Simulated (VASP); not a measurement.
# Si4N (P1) in VASP: further runs

Si4N is run at these levels: PBE; tasks: single point.

All numbers are computed with VASP 6.6.1; they aren't measurements. Logs are shortened: lines on timing, memory, paths and dates and some standing lists are left out, and cuts for length are marked.

**1. The cell of the first run**

The typed cell holds 10 atoms: a = 2.757 Å, b = 5.388 Å, c = 9.238 Å, α = 96.32°, β = 97.39°, γ = 100.08°.

**2. Single point, PBE**

INCAR

```
SYSTEM = Si4N
ALGO = Normal ; EDIFF = 1E-6
ENCUT = 520 ; GGA = PE
ISIF = 2 ; ISMEAR = 0
LASPH = .TRUE. ; LCHARG = .TRUE.
LELF = .TRUE. ; LREAL = .FALSE.
LVHAR = .TRUE. ; LWAVE = .FALSE.
NBANDS = 32 ; NELM = 80
PREC = Accurate ; SIGMA = 0.1
```

KPOINTS

```
k-points
0
G
  6 4 2
  0 0 0
```

POSCAR

```
Si4N
1.0
    2.7567020479      0.0000000000      0.0000000000
   -0.9428001524      5.3050057484      0.0000000000
   -1.1881991857     -1.2433294381      9.0760007986
Si N
8 2
Direct
    0.3538815072      0.1837723430      0.2050338179
    0.9700706387      0.6307085438      0.0923806079
    0.2761313656      0.4369327477      0.4413283474
    0.5627851819      0.8167728894      0.3283005811
    0.2026286588      0.0339661846      0.5447021461
    0.8459448769      0.6595852661      0.6815594601
    0.3149999675      0.3270449915      0.8026873752
    0.4962774233      0.9340995099      0.8917812966
    0.0865201681      0.9592163949      0.0299631442
    0.3907602120      0.5179011291      0.9822632236
```

Potentials or basis: VASP PAW PBE potentials, release 64 (Si, N).

On the command line:

```console
$ cat potpaw_PBE.64/Si/POTCAR potpaw_PBE.64/N/POTCAR > POTCAR
$ mpirun -np 1 vasp_std > vasp.out
```

OUTCAR:

```text
SYSTEM = Si4N
   EDIFF = 1E-6
   ENCUT = 520
   GGA = PE
   ISIF = 2
   ISMEAR = 0
   LASPH = .TRUE.
   LREAL = .FALSE.
   NELM = 80
   PREC = Accurate

 ion  position               nearest neighbor table
   1  0.354  0.184  0.205-   9 1.89   3 2.50   4 2.50   2 3.00   2 3.03   2 3.06   4 3.10   3 3.13

   2  0.970  0.631  0.092-  10 1.75  10 1.78   9 1.91   4 2.54   4 2.75   8 2.93   8 2.96   1 3.00
                             1 3.03   1 3.06   7 3.14
   3  0.276  0.437  0.441-   5 2.45   4 2.45   1 2.50   6 2.59   6 2.89   1 3.13
   4  0.563  0.817  0.328-   3 2.45   1 2.50   5 2.52   2 2.54   5 2.60   2 2.75   1 3.10
   5  0.203  0.034  0.545-   3 2.45   4 2.52   4 2.60   6 2.61   7 2.66
   6  0.846  0.660  0.682-   7 2.56   3 2.59   8 2.59   5 2.61   7 2.65   8 2.69   3 2.89
   7  0.315  0.327  0.803-  10 1.82   8 2.46   6 2.56   6 2.65   5 2.66   8 3.07   2 3.14
   8  0.496  0.934  0.892-   9 1.82   9 1.91   7 2.46  10 2.46   6 2.59   6 2.69   2 2.93   2 2.96
                             7 3.07
   9  0.087  0.959  0.030-   8 1.82   1 1.89   2 1.91   8 1.91
  10  0.391  0.518  0.982-   2 1.75   2 1.78   7 1.82   8 2.46

  LATTYP: Found a triclinic cell.
 ALAT       =    15.0703749831
 B/A-ratio  =     0.3575313310
 C/A-ratio  =     0.7531584880
 COS(alpha) =     0.0045390662
 COS(beta)  =     0.6484016443
 COS(gamma) =     0.7504884663

  Lattice vectors:

 A1 = (   2.0593009288,  11.8533409349,  -9.0760007986)
 A2 = (  -0.9428001524,   5.3050057484,   0.0000000000)
 A3 = (   6.7016032815,   1.2433294381,  -9.0760007986)

Analysis of symmetry for initial positions (statically):
=====================================================================
 Subroutine PRICEL returns:
 Original cell was already a primitive cell.

 Routine SETGRP: Setting up the symmetry group for a
 triclinic supercell.

 Subroutine GETGRP returns: Found  1 space group operations
 (whereof  1 operations were pure point group operations)
 out of a pool of  2 trial point group operations.

The static configuration has the point symmetry C_1 .

Analysis of symmetry for dynamics (positions and initial velocities):
=====================================================================
 Subroutine PRICEL returns:
 Original cell was already a primitive cell.

 Routine SETGRP: Setting up the symmetry group for a
 triclinic supercell.

 Subroutine GETGRP returns: Found  1 space group operations
 (whereof  1 operations were pure point group operations)
 out of a pool of  2 trial point group operations.

The dynamic configuration has the point symmetry C_1 .
[... 120 lines left out ...]
   NFREE  =      0    steps in history (QN), initial steepest desc. (CG)
   ISIF   =      2    stress and relaxation
   ISYM   =      2    0-nonsym 1-usesym 2-fastsym
   POTIM  = 0.5000    time-step for ionic-motion
   TEBEG  =    0.0;   TEEND  =   0.0 temperature during run
   PSTRESS=    0.0 pullay stress
   NELECT =      42.0000    total number of electrons
   NUPDOWN=      -1.0000    fix difference up-down
   EMIN   =  10.00;   EMAX   =-10.00  energy-range for DOS
   EFERMI =   0.00;   METHOD = LEGACY
   ISMEAR =     0;   SIGMA  =   0.10  broadening in eV -4-tet -1-fermi 0-gaus
   EFERMI_NEDOS =   21; number of points for ismear=-14 and -15
   IALGO  =     38    algorithm
   IMIX   =      4    mixing-type and parameters
     AMIX     =   0.40;   BMIX     =  1.00
     AMIX_MAG =   1.60;   BMIX_MAG =  1.00
  volume/ion in A,a.u.               =      13.27        89.57
  Fermi-wavevector in a.u.,A,eV,Ry     =   1.115581  2.108143 16.932742  1.244521
  Thomas-Fermi vector in A             =   2.252187
   LORBIT       =      0    0 simple, 1 ext, 2 COOP (PROOUT), +10 PAW based schemes
   GGA     = PE    functional components
   LHFCALC =     F    Hartree Fock is set to
   AEXX    =    0.0000 exact exchange contribution
   IVDW    =     0    specifies the selected vdW correction
   LEPSILON=     F    determine dielectric tensor
   LRPA    =     F    only Hartree local field effects (RPA)
 non-spin polarized calculation
 Gauss-broadening in eV      SIGMA  =   0.10
  energy-cutoff  :      520.00
  volume of cell :      132.73
 maximum number of plane-waves:      3592
 NGX is ok and might be reduce to    24
   NGX = 11   NGY = 21   NGZ = 35

 number of electron      42.0000002 magnetization

 Free energy of the ion-electron system (eV)
  ---------------------------------------------------
  ext. energy  EPLUGINS =         0.00000000
  ---------------------------------------------------
  free energy    TOTEN  =       -58.25486350 eV

  energy without entropy =      -58.23392624  energy(sigma->0) =      -58.24439487

 E-fermi :   9.2966     XC(G=0): -11.0824

 val. band max:        9.2847914671   @ k =   0.5000   0.0000   0.0000
 cond. band min:       9.3108930743   @ k =   0.5000   0.2500   0.0000
 fundamental gap:      0.0261016072
 Fermi energy:         9.2965964437

 k-point     1 :       0.0000    0.0000    0.0000
  band No.  band energies     occupation
      1      -9.6133      2.00000
      2      -7.4148      2.00000
      3      -3.7649      2.00000
      4      -3.3882      2.00000
      5      -0.8041      2.00000
      6       0.3997      2.00000
[... 829 lines left out ...]
     31      14.4833      0.00000
     32      15.6065      0.00000

 [... further k-points ...]
[... 5 lines left out ...]
  --------------------------------------------------------------------------------------
  -------------------------------------------------------------------------------------
  Total       -0.0001778      1.6740692      0.3669351     -1.5230964     -1.2968469     -0.3211579
  in kB       -0.0021466     20.2075550      4.4292446    -18.3851745    -15.6541345     -3.8766711
  external PRESSURE =       8.2115510 kB  Pullay stress =       0.0000000 kB

 VOLUME and BASIS-vectors are now :
 -----------------------------------------------------------------------------
  energy-cutoff  :      520.00
  volume of cell :      132.73
      direct lattice vectors                 reciprocal lattice vectors
     2.756702048  0.000000000  0.000000000     0.362752297  0.064467964  0.056321822
    -0.942800152  5.305005748  0.000000000     0.000000000  0.188501210  0.025822949
    -1.188199186 -1.243329438  9.076000799     0.000000000  0.000000000  0.110180687

 POSITION                                       TOTAL-FORCE (eV/Angst)
 -----------------------------------------------------------------------------------
      0.55866      0.71999      1.86089        -0.148829     -0.157335     -0.106331
      1.96980      3.23105      0.83845         0.382127      0.092892      0.185929
     -0.17511      1.76921      4.00550         0.239778      0.211424      0.363696
      0.39129      3.92480      2.97966        -0.175765     -0.014014     -0.214731
     -0.12065     -0.49705      4.94372        -0.212195     -0.012124      0.028223
      0.90033      2.65170      6.18583        -0.050090      0.101458     -0.148302
     -0.39373      0.73697      7.28519        -0.077802     -0.081508     -0.014320
     -0.57219      3.84663      8.09381         0.524127      0.133564      0.252570
     -0.70144      5.05139      0.27195        -0.531269      0.086719     -0.176842
     -0.57819      1.52619      8.91502         0.049918     -0.361075     -0.169892
 -----------------------------------------------------------------------------------
    total drift:                               -0.000435      0.000208      0.000178

  FREE ENERGIE OF THE ION-ELECTRON SYSTEM (eV)
  ---------------------------------------------------
  free  energy   TOTEN  =       -58.2548635031 eV

  energy  without entropy=      -58.2339262442  energy(sigma->0) =      -58.24439487
```

OSZICAR:

```text
N       E                     dE             d eps       ncg     rms          rms(c)
DAV:   1     0.108177727255E+03    0.10818E+03   -0.17515E+04  1792   0.114E+03
DAV:   2    -0.510249739489E+02   -0.15920E+03   -0.15059E+03  2216   0.189E+02
DAV:   3    -0.617747684145E+02   -0.10750E+02   -0.10561E+02  2344   0.480E+01
DAV:   4    -0.619270224843E+02   -0.15225E+00   -0.15200E+00  2232   0.639E+00
DAV:   5    -0.619293128993E+02   -0.22904E-02   -0.22897E-02  2368   0.739E-01    0.150E+01
DAV:   6    -0.581028946664E+02    0.38264E+01   -0.14973E+01  2320   0.234E+01    0.771E+00
DAV:   7    -0.582993857905E+02   -0.19649E+00   -0.38360E+00  2128   0.968E+00    0.404E+00
DAV:   8    -0.582624705998E+02    0.36915E-01   -0.40379E-01  2200   0.303E+00    0.172E+00
DAV:   9    -0.582554006954E+02    0.70699E-02   -0.37185E-02  2200   0.102E+00    0.436E-01
DAV:  10    -0.582547332169E+02    0.66748E-03   -0.12163E-02  2304   0.561E-01    0.231E-01
DAV:  11    -0.582548870823E+02   -0.15387E-03   -0.23308E-03  2248   0.285E-01    0.992E-02
DAV:  12    -0.582548650246E+02    0.22058E-04   -0.37220E-04  2248   0.114E-01    0.423E-02
DAV:  13    -0.582548631943E+02    0.18303E-05   -0.20911E-04  2232   0.751E-02    0.172E-02
DAV:  14    -0.582548637413E+02   -0.54707E-06   -0.26760E-05  2240   0.311E-02    0.114E-02
DAV:  15    -0.582548635031E+02    0.23829E-06   -0.51138E-06  2176   0.106E-02
   1 F= -.58254864E+02 E0= -.58244395E+02  d E =-.209373E-01
```

Wall time 60 s (1 thread of Intel Xeon 6975P-C (Granite Rapids), shared host); peak memory 0.27 GiB.

Results:

- Free energy: -58.2549 eV
- Pressure: 0.8 GPa
- Largest force: 0.597 eV/Å
- Band gap on the k mesh: zero (band 21 reaches 11.96 eV, above the bottom of band 22 at 8.10 eV)

Forces on the atoms (eV/Å):
```
Si  -0.149 -0.157 -0.106
Si   0.382  0.093  0.186
Si   0.240  0.211  0.364
Si  -0.176 -0.014 -0.215
Si  -0.212 -0.012  0.028
Si  -0.050  0.101 -0.148
Si  -0.078 -0.082 -0.014
Si   0.524  0.134  0.253
N   -0.531  0.087 -0.177
N    0.050 -0.361 -0.170
```

Stress tensor (GPa, compression positive):
```
 0.00 -1.84 -0.39
-1.84  2.02 -1.57
-0.39 -1.57  0.44
```

Caveat: the k points lie up to 0.39 Å⁻¹ apart.

(Part 1 of 2 ends here.)
